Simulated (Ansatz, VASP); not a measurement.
**Nb4Si: VASP beside Ansatz**

```xyz
5
Lattice="4.6563 0.0000 0.0000 0.0000 4.6563 0.0000 0.0000 0.0000 4.6563" Properties=species:S:1:pos:R:3 pbc="T T T"
Nb    2.3281    0.0000    0.0000
Nb    0.0000    2.3281    0.0000
Nb    0.0000    0.0000    2.3281
Nb    2.3281    2.3281    2.3281
Si    0.0000    0.0000    0.0000
```

Alike in both runs: task relaxation of cell and atoms; functional PBE; k mesh 8 × 8 × 8; occupations gaussian, width 0.1 eV; no spin polarisation.

|  | VASP | Ansatz |
| --- | --- | --- |
| version | VASP 6.6.1 | Ansatz 0.2.0 |
| potentials or method | VASP PAW PBE potentials, release 64 (Nb_sv, Si), cutoff 600 eV | scalar-relativistic, plane waves, PAW |
| valence electrons in the cell | 56 | 56 |

Ansatz gave:

| Quantity | Value |
| --- | --- |
| gap on the k mesh at the Fermi level, each at its own relaxed structure (eV) | none |
| relaxed volume (Å³/atom) | 20.19 |
| relaxed length of the cell vector where the two differ most in proportion (Å) | 4.656 |

Task: Estimate VASP's values.

Result: gap on the k mesh at the Fermi level, each at its own relaxed structure (eV): none; relaxed volume (Å³/atom): 20.16; relaxed length of the cell vector where the two differ most in proportion (Å): 4.654.

A gap of «none» marks a metal or a gap that the smearing closes.
